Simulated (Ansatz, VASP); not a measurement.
Si4P: VASP beside Ansatz

INCAR

```
SYSTEM = Si4P
ALGO = Normal ; EDIFF = 1E-7
EDIFFG = -0.01 ; ENCUT = 600
GGA = PE ; IBRION = 2
ISIF = 3 ; ISMEAR = 0
LASPH = .True. ; LCHARG = .False.
LREAL = .False. ; LWAVE = .False.
NELM = 60 ; NSW = 100
PREC = Accurate ; SIGMA = 0.1
```

The input KPOINTS:

```
k-points
0
Gamma
  12 12 6
  0 0 0
```

POSCAR

```
Si4P
1.0
    4.4221901743      0.0000000000      0.0000000000
   -2.2110950871      3.8297290313      0.0000000000
    0.0000000000      0.0000000000      6.7741825490
Si P
4 1
Direct
    0.3333333333      0.6666666667      0.0000000000
    0.6666666667      0.3333333333      0.0000000000
    0.0000000000      0.0000000000      0.3334557303
    0.0000000000      0.0000000000      0.6665442697
    0.0000000000      0.0000000000      0.0000000000
```

Input for Ansatz:

```yaml
crystal:
  lattice:
    - [4.4221901743, 0.0, 0.0]
    - [-2.2110950871, 3.8297290313, 0.0]
    - [0.0, 0.0, 6.774182549]
  atoms:
    - { symbol: Si, position: [0.3333333333, 0.6666666667, 0.0] }
    - { symbol: Si, position: [0.6666666667, 0.3333333333, 0.0] }
    - { symbol: Si, position: [0.0, 0.0, 0.3334557303] }
    - { symbol: Si, position: [0.0, 0.0, 0.6665442697] }
    - { symbol: P, position: [0.0, 0.0, 0.0] }
basis:
  ecutwfc: 420
kpoints:
  mp_grid: { grid: [12, 12, 6] }
hamiltonian:
  xc: pbe
scf:
  occupations: { method: gaussian, width: 0.1 }
output:
  forces: true
  stress: true
  eigenvalues: true
  write_density: true
  write_potential: true
  elf: true
  volumetric_format: npy
relax:
  adjacent_minimum: "off"
  f_tol: 0.01
  max_steps: 80
  cell: { stress_tol: 0.05 }
```

Alike in both runs: task relaxation of cell and atoms; functional PBE; k mesh 12 × 12 × 6; occupations gaussian, width 0.1 eV; no spin polarisation.

|  | VASP | Ansatz |
| --- | --- | --- |
| version | VASP 6.6.1 | Ansatz 0.2.0 |
| potentials or method | VASP PAW PBE potentials, release 64 (Si, P), cutoff 600 eV | scalar-relativistic, plane waves, PAW |
| valence electrons in the cell | 21 | 21 |

VASP gave:

| Item | Value |
| --- | --- |
| gap on the k mesh at the Fermi level, each at its own relaxed structure (eV) | none |
| relaxed volume (Å³/atom) | 22.64 |
| relaxed length of the cell vector where the two differ most in proportion (Å) | 4.371 |

Problem. Estimate Ansatz's values.

Solution. gap on the k mesh at the Fermi level, each at its own relaxed structure (eV): none; relaxed volume (Å³/atom): 22.67; relaxed length of the cell vector where the two differ most in proportion (Å): 4.373.

A gap of «none» marks a metal or a gap that the smearing closes.
